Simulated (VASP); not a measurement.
Be2Si, 3 atoms in the cell. It takes space group Fm-3m (No. 225, cubic). Conventional cell: a = 5.280 Å, b = 5.280 Å, c = 5.280 Å, α = 90.00°, β = 90.00°, γ = 90.00°. Be (site symmetry -43m) has 4 Si at 2.29 Å and 6 Be at 2.64 Å within 3.0 Å. Si (site symmetry m-3m) has 8 Be at 2.29 Å within 3.0 Å. 

```yaml
Program: VASP 6.6.1
Task: single point
Functional: PBE
Potentials_or_basis: VASP PAW PBE potentials, release 64 (Be, Si)
Cutoff: 600 eV
k_mesh: 8 × 8 × 8
Occupations: gaussian, width 0.272114 eV
Spin: no spin polarisation
Dipole_correction: no
Further_INCAR_settings: ALGO = Normal; EDIFF = 1e-06; NBANDS = 11
```

Potentials or basis: VASP PAW PBE potentials, release 64 (Be, Si).

The run is started by

```bash
$ cat potpaw_PBE.64/Be/POTCAR potpaw_PBE.64/Si/POTCAR > POTCAR
$ mpirun -np 1 vasp_std > vasp.out
```

Hardware: 1 thread of Intel Xeon 8259CL, with other jobs on the host.

Q: How long does it take, and how much memory?

A: Run time: 16 s on 1 thread of Intel Xeon 8259CL, with other jobs on the host, peak memory 0.16 GiB. Counts: scf iterations 11, k points 29.
